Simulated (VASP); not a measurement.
# Sb (R-3m) in VASP: a series of runs

The runs below take Sb through electric field gradients, with LDA.

Program: VASP 6.6.1. These are calculated values, not measurements. Logs are shortened: lines on timing, memory, paths and dates and some standing lists are left out, and cuts for length are marked.

### Step 1. The cell of the first run

Symmetry: R-3m, No. 166, trigonal system. The conventional cell has a = 4.386 Å, b = 4.386 Å, c = 11.452 Å, α = 90.00°, β = 90.00°, γ = 120.00°. Sb (site symmetry 3m) has 6 Sb at 2.96 to 3.41 Å within 3.9 Å.

### Step 2. Electric field gradients, LDA (31.79 Å³/atom)

Input file INCAR:

```
PREC = Accurate ; ENCUT = 520
EDIFF = 1E-8 ; ISMEAR = -1
SIGMA = 0.03 ; LREAL = F
LASPH = T ; NELM = 60
ALGO = Normal ; ISIF = 2
LWAVE = F ; LCHARG = F
LEFG = T ; NBANDS = 12
```

Input file KPOINTS:

```
Automatic mesh
0
Gamma
  12 12 12
```

Input file POSCAR:

```
Sb
1.0
    2.1927796744      1.2660019353      3.8174304072
   -2.1927796744      1.2660019353      3.8174304072
    0.0000000000     -2.5320038705      3.8174304072
Sb
2
Direct
    0.2336400000      0.2336400000      0.2336400000
    0.7663600000      0.7663600000      0.7663600000
```

Potentials or basis: VASP PAW LDA potentials, release 64 (Sb).

Command:

```bash
$ cat potpaw_LDA.64/Sb/POTCAR > POTCAR
$ mpirun -np 1 vasp_std > vasp.out
```

OUTCAR:

```text
PREC = Accurate
   ENCUT = 520
   EDIFF = 1E-8
   ISMEAR = -1
   LREAL = F
   LASPH = T
   NELM = 60
   ISIF = 2

 ion  position               nearest neighbor table
   1  0.234  0.234  0.234-   2 2.96   2 2.96   2 2.96   2 3.41   2 3.41   2 3.41
   2  0.766  0.766  0.766-   1 2.96   1 2.96   1 2.96   1 3.41   1 3.41   1 3.41

  LATTYP: Found a trigonal (rhomboedric) cell.
 ALAT       =     4.5808098099
 COS(alpha) =     0.5417151843

  Lattice vectors:

 A1 = (   2.1927796744,   1.2660019353,   3.8174304072)
 A2 = (  -2.1927796744,   1.2660019353,   3.8174304072)
 A3 = (   0.0000000000,  -2.5320038705,   3.8174304072)

Analysis of symmetry for initial positions (statically):
=====================================================================
 Subroutine PRICEL returns:
 Original cell was already a primitive cell.

 Routine SETGRP: Setting up the symmetry group for a
 trigonal (rhombohedral) supercell.

 Subroutine GETGRP returns: Found 12 space group operations
 (whereof 12 operations were pure point group operations)
 out of a pool of 12 trial point group operations.

The static configuration has the point symmetry D_3d.

Analysis of symmetry for dynamics (positions and initial velocities):
=====================================================================
 Subroutine PRICEL returns:
 Original cell was already a primitive cell.

 Routine SETGRP: Setting up the symmetry group for a
 trigonal (rhombohedral) supercell.

 Subroutine GETGRP returns: Found 12 space group operations
 (whereof 12 operations were pure point group operations)
 out of a pool of 12 trial point group operations.

The dynamic configuration has the point symmetry D_3d.

 Subroutine INISYM returns: Found 12 space group operations
 (whereof 12 operations are pure point group operations),
 and found     1 'primitive' translations

----------------------------------------------------------------------------------------

                                     Primitive cell

  volume of cell :      63.5846

  direct lattice vectors                    reciprocal lattice vectors
     2.192779674  1.266001935  3.817430407     0.228021085  0.131648035  0.087318771
    -2.192779674  1.266001935  3.817430407    -0.228021085  0.131648035  0.087318771
     0.000000000 -2.532003871  3.817430407     0.000000000 -0.263296069  0.087318771

  length of vectors
     4.580809810  4.580809810  4.580809810     0.277397527  0.277397527  0.277397527

  position of ions in fractional coordinates (direct lattice)
     0.233640000  0.233640000  0.233640000
     0.766360000  0.766360000  0.766360000

  ion indices of the primitive-cell ions
   primitive index   ion index
                 1           1
                 2           2

----------------------------------------------------------------------------------------

 KPOINTS: Automatic mesh

Automatic generation of k-mesh.
 Grid dimensions read from file:
 generate k-points for:   12   12   12

 Generating k-lattice:

  Cartesian coordinates                     Fractional coordinates (reciprocal lattice)
     0.019001757  0.010970670  0.007276564     0.083333333  0.000000000 -0.000000000
    -0.019001757  0.010970670  0.007276564     0.000000000  0.083333333 -0.000000000
     0.000000000 -0.021941339  0.007276564     0.000000000  0.000000000  0.083333333

  Length of vectors
     0.023116461  0.023116461  0.023116461

  Shift w.r.t. Gamma in fractional coordinates (k-lattice)
     0.000000000  0.000000000  0.000000000

 Subroutine IBZKPT returns following result:
 ===========================================

 Found    189 irreducible k-points:

 Following reciprocal coordinates:
            Coordinates               Weight
  0.000000  0.000000  0.000000      1.000000
  0.083333  0.000000  0.000000      6.000000
  0.166667  0.000000  0.000000      6.000000
  0.250000  0.000000  0.000000      6.000000
  0.333333  0.000000  0.000000      6.000000
  0.416667  0.000000  0.000000      6.000000
[... 16 lines left out ...]
  0.500000  0.166667  0.000000     12.000000
 -0.416667  0.166667  0.000000     12.000000
 [... further k-points ...]
   k-points           NKPTS =    189   k-points in BZ     NKDIM =    189   number of bands    NBANDS=     12
   number of dos      NEDOS =    301   number of ions     NIONS =      2
   total plane-waves  NPLWV =  46656
   dimension x,y,z NGX =    36 NGY =   36 NGZ =   36
   dimension x,y,z NGXF=    72 NGYF=   72 NGZF=   72
   ions per type =               2
   NGX,Y,Z   is equivalent  to a cutoff of  13.07, 13.07, 13.07 a.u.
   NGXF,Y,Z  is equivalent  to a cutoff of  26.13, 26.13, 26.13 a.u.
 SYSTEM =  unknown system
   PREC   = accura    normal or accurate (medium, high low for compatibility)
   ISTART =      0    job   : 0-new  1-cont  2-samecut
   ICHARG =      2    charge: 1-file 2-atom 10-const
   ISPIN  =      1    spin polarized calculation?
   LNONCOLLINEAR =      F non collinear calculations
   LSORBIT =      F    spin-orbit coupling
   LASPH  =      T    aspherical Exc in radial PAW
   ENCUT  =  520.0 eV  38.22 Ry    6.18 a.u.   8.52  8.52  8.52*2*pi/ulx,y,z
   NELM   =     60;   NELMIN=  2; NELMDL= -5     # of ELM steps
   EDIFF  = 0.1E-07   stopping-criterion for ELM
   LREAL  =      F    real-space projection
   EDIFFG = 0.1E-06   stopping-criterion for IOM
   NSW    =      0    number of steps for IOM
   IBRION =     -1    ionic relax: 0-MD 1-quasi-New 2-CG
   NFREE  =      0    steps in history (QN), initial steepest desc. (CG)
   ISIF   =      2    stress and relaxation
   ISYM   =      2    0-nonsym 1-usesym 2-fastsym
   POTIM  = 0.5000    time-step for ionic-motion
   TEBEG  =    0.0;   TEEND  =   0.0 temperature during run
   PSTRESS=    0.0 pullay stress
   NELECT =      10.0000    total number of electrons
   NUPDOWN=      -1.0000    fix difference up-down
   EMIN   =  10.00;   EMAX   =-10.00  energy-range for DOS
   EFERMI =   0.00;   METHOD = LEGACY
   ISMEAR =    -1;   SIGMA  =   0.03  broadening in eV -4-tet -1-fermi 0-gaus
   EFERMI_NEDOS =   21; number of points for ismear=-14 and -15
   IALGO  =     38    algorithm
   IMIX   =      4    mixing-type and parameters
     AMIX     =   0.40;   BMIX     =  1.00
     AMIX_MAG =   1.60;   BMIX_MAG =  1.00
  volume/ion in A,a.u.               =      31.79       214.54
  Fermi-wavevector in a.u.,A,eV,Ry     =   0.883672  1.669897 10.624457  0.780876
  Thomas-Fermi vector in A             =   2.004469
   LORBIT       =      0    0 simple, 1 ext, 2 COOP (PROOUT), +10 PAW based schemes
   GGA     = CA    functional components
   LHFCALC =     F    Hartree Fock is set to
   AEXX    =    0.0000 exact exchange contribution
   IVDW    =     0    specifies the selected vdW correction
   LEPSILON=     F    determine dielectric tensor
   LRPA    =     F    only Hartree local field effects (RPA)
 non-spin polarized calculation
  energy-cutoff  :      520.00
  volume of cell :       63.58
 maximum number of plane-waves:      1734
 NGX is ok and might be reduce to    36
   NGX = 17   NGY = 17   NGZ = 17

 number of electron      10.0000000 magnetization

 Free energy of the ion-electron system (eV)
  ---------------------------------------------------
  ext. energy  EPLUGINS =         0.00000000
  ---------------------------------------------------
  free energy    TOTEN  =        -9.57225800 eV

  energy without entropy =       -9.57188627  energy(sigma->0) =       -9.57207214

 E-fermi :   6.4140     XC(G=0):  -9.5065

 val. band max:        6.3472211025   @ k =   0.4167   0.0833   0.0833
 cond. band min:       6.4196131830   @ k =   0.3333   0.1667   0.1667
 fundamental gap:      0.0723920805
 Fermi energy:         6.4139921205

 k-point     1 :       0.0000    0.0000    0.0000
  band No.  band energies     occupation
      1      -5.8444      2.00000
      2       1.3488      2.00000
      3       4.5863      2.00000
      4       4.8050      2.00000
      5       4.8050      2.00000
      6       8.5274      0.00000
      7       9.0840      0.00000
      8       9.0840      0.00000
      9      11.6154      0.00000
     10      11.6154      0.00000
     11      11.7368      0.00000
     12      13.1691      0.00000

 k-point     2 :       0.0833    0.0000    0.0000
  band No.  band energies     occupation
      1      -5.7720      2.00000
      2       1.0660      2.00000
      3       4.6153      2.00000
      4       4.7892      2.00000
      5       4.8932      2.00000
      6       8.4854      0.00000
      7       8.8724      0.00000
      8       8.9116      0.00000
      9      11.2921      0.00000
     10      11.5862      0.00000
     11      11.6303      0.00000
     12      13.6550      0.00000

 k-point     3 :       0.1667    0.0000    0.0000
  band No.  band energies     occupation
      1      -5.5560      2.00000
      2       0.3649      2.00000
      3       4.6264      2.00000
      4       4.7519      2.00000
      5       5.1331      2.00000
      6       8.2085      0.00000
      7       8.3996      0.00000
      8       8.4691      0.00000
      9      11.0944      0.00000
     10      11.5970      0.00000
     11      11.8975      0.00000
     12      14.7017      0.00000
[... 286 lines left out ...]
 k-point    23 :       0.5000    0.1667    0.0000
  band No.  band energies     occupation
      1      -3.7560      2.00000
      2      -2.4836      2.00000
      3       3.1673      2.00000
      4       4.0710      2.00000
      5       4.7058      2.00000
      6       7.9074      0.00000
      7       8.0177      0.00000
      8       9.1150      0.00000
      9      12.0009      0.00000
     10      14.2729      0.00000
     11      15.1527      0.00000
     12      15.3566      0.00000

 k-point    24 :      -0.4167    0.1667    0.0000
  band No.  band energies     occupation
      1      -3.4918      2.00000
      2      -2.8009      2.00000
      3       2.9995      2.00000
      4       4.3862      2.00000
      5       4.8883      2.00000
      6       7.4274      0.00000
      7       7.6634      0.00000
      8       9.4175      0.00000
      9      12.9364      0.00000
     10      13.4372      0.00000
     11      14.0669      0.00000
     12      16.2560      0.00000

 [... further k-points ...]

------------------------ aborting loop because EDIFF is reached ----------------------------------------

  FORCE on cell =-STRESS in cart. coord.  units (eV):
  Direction    XX          YY          ZZ          XY          YZ          ZX
  --------------------------------------------------------------------------------------
  -------------------------------------------------------------------------------------
  Total       -1.4327976     -1.4327976     -1.3721035      0.0000000     -0.0000000     -0.0000000
  in kB      -36.1030337    -36.1030337    -34.5736877      0.0000000     -0.0000000     -0.0000000
  external PRESSURE =     -35.5932517 kB  Pullay stress =       0.0000000 kB

 VOLUME and BASIS-vectors are now :
 -----------------------------------------------------------------------------
  energy-cutoff  :      520.00
  volume of cell :       63.58
      direct lattice vectors                 reciprocal lattice vectors
     2.192779674  1.266001935  3.817430407     0.228021085  0.131648035  0.087318771
    -2.192779674  1.266001935  3.817430407    -0.228021085  0.131648035  0.087318771
     0.000000000 -2.532003871  3.817430407     0.000000000 -0.263296069  0.087318771

 POSITION                                       TOTAL-FORCE (eV/Angst)
 -----------------------------------------------------------------------------------
      0.00000      0.00000      2.67571         0.000000     -0.000000     -0.144335
      0.00000      0.00000      8.77658         0.000000      0.000000      0.144335
 -----------------------------------------------------------------------------------
    total drift:                                0.000000     -0.000000      0.000000

  FREE ENERGIE OF THE ION-ELECTRON SYSTEM (eV)
  ---------------------------------------------------
  free  energy   TOTEN  =        -9.5722580048 eV

  energy  without entropy=       -9.5718862709  energy(sigma->0) =       -9.57207214

 Electric field gradients (V/A^2)
---------------------------------------------------------------------
 ion       V_xx      V_yy      V_zz      V_xy      V_xz      V_yz
---------------------------------------------------------------------
   1      21.461    21.461   -42.921     0.000    -0.000    -0.000
   2      21.461    21.461   -42.921     0.000     0.000    -0.000
---------------------------------------------------------------------

 Electric field gradients after diagonalization (V/A^2)
 (convention: |V_zz| > |V_xx| > |V_yy|)
----------------------------------------------------------------------
 ion       V_xx      V_yy      V_zz     asymmetry (V_yy - V_xx)/ V_zz
----------------------------------------------------------------------
   1      21.461    21.461   -42.921       0.000
   2      21.461    21.461   -42.921       0.000
----------------------------------------------------------------------

           NMR quadrupolar parameters

 Cq : quadrupolar parameter    Cq=e*Q*V_zz/h
 eta: asymmetry parameters     (V_yy - V_xx)/ V_zz
 Q  : nuclear electric quadrupole moment in mb (millibarn)
----------------------------------------------------------------------
 ion       Cq(MHz)       eta       Q (mb)
----------------------------------------------------------------------
   1      -0.104       0.000       1.000
   2      -0.104       0.000       1.000
----------------------------------------------------------------------
```

It took 4.9 min on 1 thread of AMD EPYC 7R13, shared host; peak memory 0.23 GiB.

What came out:

| Property | Result |
| --- | --- |
| Free energy | -9.5723 eV |
| Pressure | -3.6 GPa |
| Largest force | 0.144 eV/Å |
| Band gap on the k mesh | zero (bands 5 and 6 overlap by 0.18 eV) |
| Largest electric field gradient by atom | Sb -42.9 V/Å² |

Forces on the atoms (eV/Å):
```
Sb   0.000  0.000 -0.144
Sb   0.000  0.000  0.144
```

Electric field gradients, principal values (V/Å²):
| atom | least | middle | greatest (by size) |
| --- | --- | --- | --- |
| 1 Sb | 21.461 | 21.461 | -42.921 |
| 2 Sb | 21.461 | 21.461 | -42.921 |

Caveat: the cell stands under tension; without QUAD_EFG the Cq values of the log hold for a quadrupole moment of 1 mb, not for the nuclei; spin-orbit coupling is left out, which moves the levels of the heavy elements.

(Continued in part 2 of 3.)
